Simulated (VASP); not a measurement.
LaSc2F, 4 atoms in the cell. The structure is tetragonal, space group P4/mmm (No. 123). Conventional cell: a = 4.077 Å, b = 4.077 Å, c = 5.850 Å, α = 90.00°, β = 90.00°, γ = 90.00°. Within 3.8 Å of La (site symmetry 4/mmm) lie 6 Sc at 2.88 to 2.92 Å. Sc (site symmetry 4/mmm) has 4 F at 2.88 Å and 2 La at 2.92 Å within 3.8 Å. Sc (site symmetry 4/mmm) has 4 La at 2.88 Å and 2 F at 2.92 Å within 3.8 Å. Within 3.8 Å of F (site symmetry 4/mmm) lie 6 Sc at 2.88 to 2.92 Å. The cell was generated, and may not be a known phase.

- Program: VASP 6.6.1
- Task: single point
- Functional: PBE
- Potentials or basis: VASP PAW PBE potentials, release 64 (La, Sc_sv, F)
- Cutoff: 520 eV
- k mesh: 4 × 4 × 4
- Occupations: gaussian, width 0.1 eV
- Spin: collinear spin
- Starting moments: [0.0, 1.0, 1.0, 0.0] μB
- Dipole correction: no
- Further INCAR settings: ALGO = Normal; EDIFF = 1e-07; NBANDS = 32

Potentials or basis: VASP PAW PBE potentials, release 64 (La, Sc_sv, F).

Launch:

```sh
$ cat potpaw_PBE.64/La/POTCAR potpaw_PBE.64/Sc_sv/POTCAR potpaw_PBE.64/F/POTCAR > POTCAR
$ mpirun -np 1 vasp_std > vasp.out
```

Hardware: 1 thread of Intel(R) Xeon(R) Platinum 8259CL CPU @ 2.50GHz (Skylake/Cascade Lake), with other jobs on the host.

Task: Estimate the wall time of this run.

Result: Wall time 3.3 min on 1 thread of Intel(R) Xeon(R) Platinum 8259CL CPU @ 2.50GHz (Skylake/Cascade Lake), on a shared host, peak memory 0.29 GiB. Counts: scf iterations 19, k points 18.
